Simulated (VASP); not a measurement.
A run of VASP 6.6.1 is set up as follows.

Contents of INCAR:

```
ALGO = Normal
EDIFF = 1E-7
ENCUT = 520
GGA = PE
ISIF = 2
ISMEAR = 0
LASPH = True
LCHARG = False
LREAL = False
LWAVE = False
NBANDS = 16
NELM = 100
PREC = Accurate
SIGMA = 0.1
```

File KPOINTS:

```
k-points
0
Gamma
  6 6 6
```

The input POSCAR:

```
C
1.0
   -1.8041718100      1.8041718100      1.8041718100
    1.8041718100     -1.8041718100      1.8041718100
    1.8041718100      1.8041718100     -1.8041718100
C
4
Direct
    0.8849067500      0.8849067500      0.8849067500
    0.5000000000      0.0000000000      0.6150932500
    0.0000000000      0.6150932500      0.5000000000
    0.6150932500      0.5000000000      0.0000000000
```

Potentials or basis: VASP PAW PBE potentials, release 64 (C).

Run with:

```console
$ cat potpaw_PBE.64/C/POTCAR > POTCAR
$ mpirun -np 1 vasp_std > vasp.out
```

Predict the pressure.

65.9 GPa.

Estimate the band gap on the k mesh.

zero (band 8 reaches 9.64 eV, above the bottom of band 9 at 7.47 eV).

Estimate the largest force.

0.151 eV/Å.

Forces on the atoms (eV/Å):
```
C    0.087  0.087  0.087
C   -0.087 -0.087  0.087
C   -0.087  0.087 -0.087
C    0.087 -0.087 -0.087
```

Caveat: the k points lie up to 0.41 Å⁻¹ apart.
